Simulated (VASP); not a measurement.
# GaN in VASP: further runs, part 2 of 2

VASP 6.6.1. The steps go on from the part before.

### Step 3. Single point, r2SCAN (epitaxial xy strain -4.0%)

Contents of POSCAR:

```
GaN
1.0
    0.0000000000      2.0241746275      2.2029881915
    2.0241746275      0.0000000000      2.2029881915
    2.0241746275      2.0241746275      0.0000000000
Ga N
1 1
Direct
    0.0000000000      0.0000000000      0.0000000000
    0.5000000000      0.5000000000      0.5000000000
```

Contents of INCAR.step1:

```
ALGO = Normal
EDIFF = 1E-4
ENCUT = 520
GGA = PE
ISMEAR = 0
LASPH = T
LCHARG = F
LREAL = F
LWAVE = T
NBANDS = 16
NELM = 80
PREC = Accurate
SIGMA = 0.01
```

Contents of INCAR.step2:

```
ALGO = Normal
EDIFF = 1E-6
ENCUT = 520
ISIF = 2
ISMEAR = 0
ISTART = 1
LASPH = T
LCHARG = F
LMIXTAU = T
LREAL = F
LWAVE = F
METAGGA = R2SCAN
NBANDS = 16
NELM = 80
PREC = Accurate
SIGMA = 0.01
```

Contents of KPOINTS:

```
k-points
0
Gamma
  10 10 10
```

Potentials or basis: VASP PAW PBE potentials, release 64 (Ga_d, N).

On the command line:

```sh
> cat potpaw_PBE.64/Ga_d/POTCAR potpaw_PBE.64/N/POTCAR > POTCAR
> cp INCAR.step1 INCAR
> mpirun -np 1 vasp_std > vasp.out
> cp INCAR.step2 INCAR
> mpirun -np 1 vasp_std > vasp.out
```

OUTCAR:

```text
EDIFF = 1E-6
   ENCUT = 520
   ISIF = 2
   ISMEAR = 0
   ISTART = 1
   LASPH = T
   LREAL = F
   METAGGA = R2SCAN
   NELM = 80
   PREC = Accurate

 ion  position               nearest neighbor table
   1  0.000  0.000  0.000-   2 2.02   2 2.02   2 2.02   2 2.02   2 2.20   2 2.20
   2  0.500  0.500  0.500-   1 2.02   1 2.02   1 2.02   1 2.02   1 2.20   1 2.20

  LATTYP: Found a body centered tetragonal cell.
 ALAT       =     2.8626152108
 C/A-ratio  =     1.5391437754

  Lattice vectors:

 A1 = (  -2.0241746275,   0.0000000000,   2.2029881915)
[... 628 lines left out ...]
      5      -5.8987      2.00000
      6      -5.1370      2.00000
[... 8 lines left out ...]
     15      35.4082      0.00000
     16      35.4522      0.00000

 [... further k-points ...]
[... 5 lines left out ...]
  --------------------------------------------------------------------------------------
  -------------------------------------------------------------------------------------
  Total        2.4333958      2.4333958      0.0905482      0.0000000     -0.0000000      0.0000000
  in kB      215.9659200    215.9659200      8.0362294      0.0000000     -0.0000000      0.0000000
  external PRESSURE =     146.6560232 kB  Pullay stress =       0.0000000 kB

 VOLUME and BASIS-vectors are now :
 -----------------------------------------------------------------------------
  energy-cutoff  :      520.00
  volume of cell :       18.05
      direct lattice vectors                 reciprocal lattice vectors
     0.000000000  2.024174627  2.202988191    -0.247014261  0.247014261  0.226964449
     2.024174627  0.000000000  2.202988191     0.247014261 -0.247014261  0.226964449
     2.024174627  2.024174627  0.000000000     0.247014261  0.247014261 -0.226964449

 POSITION                                       TOTAL-FORCE (eV/Angst)
 -----------------------------------------------------------------------------------
      0.00000      0.00000      0.00000         0.000000     -0.000000     -0.000000
      2.02417      2.02417      2.20299        -0.000000      0.000000      0.000000
 -----------------------------------------------------------------------------------
    total drift:                                0.000000     -0.000000     -0.000000

  FREE ENERGIE OF THE ION-ELECTRON SYSTEM (eV)
  ---------------------------------------------------
  free  energy   TOTEN  =       -20.8809051192 eV

  energy  without entropy=      -20.8809051192  energy(sigma->0) =      -20.88090512
```

Run time: 87 s. Hardware: 1 thread of AMD EPYC 9R14 (Zen 4), shared host; peak memory 0.13 GiB.

Results:

* Free energy: -20.8809 eV
* Pressure: 14.7 GPa
* Band gap on the k mesh: 1.02 eV, indirect (least direct gap 3.56 eV)

Caveat: the cell differs from its parent crystal (epitaxial xy strain -4.0%); the PAW data sets were made with another functional, which shifts forces and pressure a little. A k mesh can miss the band edges.

### Step 4. Single point, r2SCAN (uniaxial z strain -0.5%)

Contents of POSCAR:

```
GaN
1.0
    0.0000000000      2.1085152370      2.0979726608
    2.1085152370      0.0000000000      2.0979726608
    2.1085152370      2.1085152370      0.0000000000
Ga N
1 1
Direct
    0.0000000000      0.0000000000      0.0000000000
    0.5000000000      0.5000000000      0.5000000000
```

Contents of INCAR.step1:

```
SYSTEM = GaN
ALGO     = Normal         ! electronic algorithm
EDIFF    = 1E-4           ! SCF threshold, eV
ENCUT    = 520            ! plane-wave cutoff, eV
GGA      = PE             ! functional
ISMEAR   = 0              ! smearing method
LASPH    = .TRUE.         ! aspherical terms in the spheres
LCHARG   = .FALSE.        ! write CHGCAR
LREAL    = .FALSE.        ! projectors in reciprocal space
LWAVE    = .TRUE.         ! write WAVECAR
NBANDS   = 16             ! bands
NELM     = 100            ! most SCF steps
PREC     = Accurate       ! precision mode
SIGMA    = 0.01           ! smearing width, eV
```

Contents of INCAR.step2:

```
SYSTEM = GaN
ALGO     = Normal         ! electronic algorithm
EDIFF    = 1E-6           ! SCF threshold, eV
ENCUT    = 520            ! plane-wave cutoff, eV
ISIF     = 2              ! what is computed and relaxed
ISMEAR   = 0              ! smearing method
ISTART   = 1            
LASPH    = .TRUE.         ! aspherical terms in the spheres
LCHARG   = .FALSE.        ! write CHGCAR
LMIXTAU  = .TRUE.       
LREAL    = .FALSE.        ! projectors in reciprocal space
LWAVE    = .FALSE.        ! write WAVECAR
METAGGA  = R2SCAN         ! meta-GGA
NBANDS   = 16             ! bands
NELM     = 100            ! most SCF steps
PREC     = Accurate       ! precision mode
SIGMA    = 0.01           ! smearing width, eV
```

Contents of KPOINTS:

```
k-points
0
G
  10 10 10
  0 0 0
```

On the command line:

```sh
> cat potpaw_PBE.64/Ga_d/POTCAR potpaw_PBE.64/N/POTCAR > POTCAR
> cp INCAR.step1 INCAR
> mpirun -np 1 vasp_std > vasp.out
> cp INCAR.step2 INCAR
> mpirun -np 1 vasp_std > vasp.out
```

Wall time 87 s (1 thread of AMD EPYC 9R14 (Zen 4), shared host); peak memory 0.13 GiB.

It converged, with:

```yaml
Free_energy: -20.9747 eV
Pressure: 2.6 GPa
Band_gap_on_the_k_mesh: 1.17 eV, indirect (least direct gap 3.46 eV)
```

Stress tensor (GPa, compression positive):
```
2.25 0.00 0.00
0.00 2.25 0.00
0.00 0.00 3.30
```

Levels at points of the mesh, in eV from the valence-band top:
```csv
k point,band 6,band 7,band 8,band 9,band 10,band 11,band 12,band 13
"(0.00, 0.00, 0.00)",-14.28,-0.55,-0.50,-0.50,2.96,15.53,15.53,15.57
"(0.50, 0.00, 0.00)",-14.13,-8.39,-0.17,-0.14,5.44,9.85,9.96,10.51
"(0.50, 0.50, 0.00)",-11.47,-7.29,-3.16,-3.16,1.17,8.49,13.25,15.81
"(0.50, 0.00, 0.50)",-11.52,-7.30,-3.17,-3.10,1.22,8.56,13.18,15.78
```

Caveat: the cell differs from its parent crystal (uniaxial z strain -0.5%); the PAW data sets were made with another functional, which shifts forces and pressure a little. A k mesh can miss the band edges.

### Step 5. Overview

| level | cell | smearing | gap on the mesh (eV) | pressure (GPa) |
| --- | --- | --- | --- | --- |
| PBE | a = 3.004 Å, angles 62.8°, 2 atoms | fermi-dirac 0.02 eV | none | -7.6 |
| r2SCAN | a = 2.992, b = 2.992, c = 2.863 Å, angles 61.4, 61.4, 57.2°, 2 atoms | gaussian 0.01 eV | 1.02 | 14.7 |
| r2SCAN | a = 2.974, b = 2.974, c = 2.982 Å, angles 59.9, 59.9, 60.2°, 2 atoms | gaussian 0.01 eV | 1.17 | 2.6 |

Alike in all rows: task single point; potentials or basis VASP PAW PBE potentials, release 64 (Ga_d, N); no spin polarisation; k mesh 10 × 10 × 10; cutoff (eV) 520.

Caveats: the PAW data sets were made with another functional, which shifts forces and pressure a little (some runs).

Absolute energies hang on the potentials; compare differences alone.
